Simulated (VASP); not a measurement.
Crystal: BiTe.

```
Bi Te
1.0
     0.00000    3.23500    3.23500
     3.23500    0.00000    3.23500
     3.23500    3.23500    0.00000
Bi Te
1 1
Direct
  0.00000 0.00000 0.00000
  0.50000 0.50000 0.50000
```

Base run:

* Program: VASP 6.6.1
* Functional: BLYP
* Potentials or basis: VASP PAW PBE potentials, release 64 (Bi_d, Te)
* Cutoff: 520 eV
* k mesh: 7 × 7 × 7
* Occupations: fermi-dirac, width 0.05 eV
* Spin: no spin polarisation

Its results: pressure 4.7 GPa.

After a change of settings the same cell gave: pressure 0.1 GPa. Which change was it?
A. functional from BLYP to r2SCAN
B. functional from BLYP to PBEsol-based screened hybrid; k mesh from 7 × 7 × 7 to 4 × 4 × 4
C. functional from BLYP to PBEsol
D. functional from BLYP to PBE; occupations from fermi-dirac, width 0.05 eV to gaussian, width 0.012 eV

A.

Caveats: the PAW data sets were made with another functional, which shifts forces and pressure a little.
